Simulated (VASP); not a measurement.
Here is a VASP 6.6.1 calculation.

File INCAR:

```
SYSTEM = MgO
ALGO = Normal
EDIFF = 1E-6
ENCUT = 600
GGA_COMPAT = .FALSE.
ISIF = 2
ISMEAR = -1
LASPH = .TRUE.
LCHARG = .FALSE.
LREAL = .FALSE.
LWAVE = .FALSE.
NBANDS = 11
NELM = 120
PREC = Accurate
SIGMA = 0.05
```

The input KPOINTS:

```
k-points
0
G
  15 15 15
  0 0 0
```

POSCAR

```
MgO
1.0
    0.0000000000      1.8639257872      1.8639257872
    1.8639257872      0.0000000000      1.8639257872
    1.8639257872      1.8639257872      0.0000000000
Mg O
1 1
Direct
    0.0000000000      0.0000000000      0.0000000000
    0.5000000000      0.5000000000      0.5000000000
```

Potentials or basis: VASP PAW LDA potentials, release 64 (Mg, O).

The run is started by

```sh
$ cat potpaw_LDA.64/Mg/POTCAR potpaw_LDA.64/O/POTCAR > POTCAR
$ mpirun -np 1 vasp_std > vasp.out
```

(1) Predict the band gap on the k mesh.

(2) Predict the pressure.

Results:

(1) 8.98 eV, indirect (least direct gap 9.15 eV).

(2) 110.7 GPa.
